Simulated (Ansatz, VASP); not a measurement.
## BN: VASP beside Ansatz

```
B N
1.0
     0.00000    1.91393    1.62684
     1.91393    0.00000    1.62684
     1.91393    1.91393    0.00000
B N
1 1
Direct
  0.00000 0.00000 0.00000
  0.75000 0.75000 0.75000
```

Alike in both runs: task single point; functional r2SCAN; k mesh 12 × 12 × 12; occupations gaussian, width 0.05 eV; no spin polarisation.

|  | VASP | Ansatz |
| --- | --- | --- |
| version | VASP 6.6.1 | Ansatz 0.2.0 |
| potentials or method | VASP PAW PBE potentials, release 64 (B, N), cutoff 520 eV | scalar-relativistic, plane waves, PAW |
| valence electrons in the cell | 8 | 8 |

```tsv
	VASP	Ansatz	Ansatz less VASP
gap on the k mesh at the Fermi level (eV)	2.58	2.60	+0.021
least direct gap on the mesh (eV)	8.15	8.18	+0.026
pressure (GPa)	-4.7	-5.7	-1.08
traceless stress, the component that is largest in VASP (GPa)	54.22	54.44	+0.222
```

VASP's potentials were made for PBE, not for r2SCAN.
